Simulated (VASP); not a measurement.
## MgS: single point with PBEsol

Crystal: MgS.

```
Mg S
1.0
     0.00000    2.53661    2.73173
     2.53661    0.00000    2.73173
     2.53661    2.53661    0.00000
Mg S
1 1
Direct
  0.00000 0.00000 0.00000
  0.50000 0.50000 0.50000
```

This cell differs from its parent crystal: strain -0.025 along x and y, +0.050 along z.

```json
{
  "Program": "VASP 6.6.1",
  "Task": "single point",
  "Functional": "PBEsol",
  "Potentials or basis": "VASP PAW PBE potentials, release 64 (Mg, S)",
  "Cutoff": "520 eV",
  "k mesh": "8 × 8 × 8",
  "Occupations": "gaussian, width 0.05 eV",
  "Spin": "no spin polarisation"
}
```

| Property | Result |
| --- | --- |
| Pressure | -0.2 GPa |
| Band gap on the k mesh | 2.46 eV, indirect (least direct gap 3.44 eV) |

Stress tensor (GPa, compression positive):
```
 2.22  0.00  0.00
 0.00  2.22  0.00
 0.00  0.00 -4.89
```

Levels at points of the mesh, in eV from the valence-band top:
```
           k point  band 2  band 3  band 4  band 5  band 6  band 7
(0.00, 0.00, 0.00)   -0.27   -0.27    0.00    3.44    7.21    7.98
(0.50, 0.00, 0.00)   -5.08   -0.90   -0.66    4.16    6.42    7.08
(0.50, 0.50, 0.00)   -4.48   -1.66   -1.66    2.87    4.25   11.20
(0.50, 0.00, 0.50)   -4.41   -2.30   -1.66    2.46    4.02   11.93
```

Wall time 7.8 s on 1 thread of Intel(R) Xeon(R) 6975P-C (Granite Rapids) (shared host), peak memory 0.16 GiB.

Caveat: the cell differs from its parent crystal (strain -0.025 along x and y, +0.050 along z); the PAW data sets were made with another functional, which shifts forces and pressure a little. A k mesh can miss the band edges.
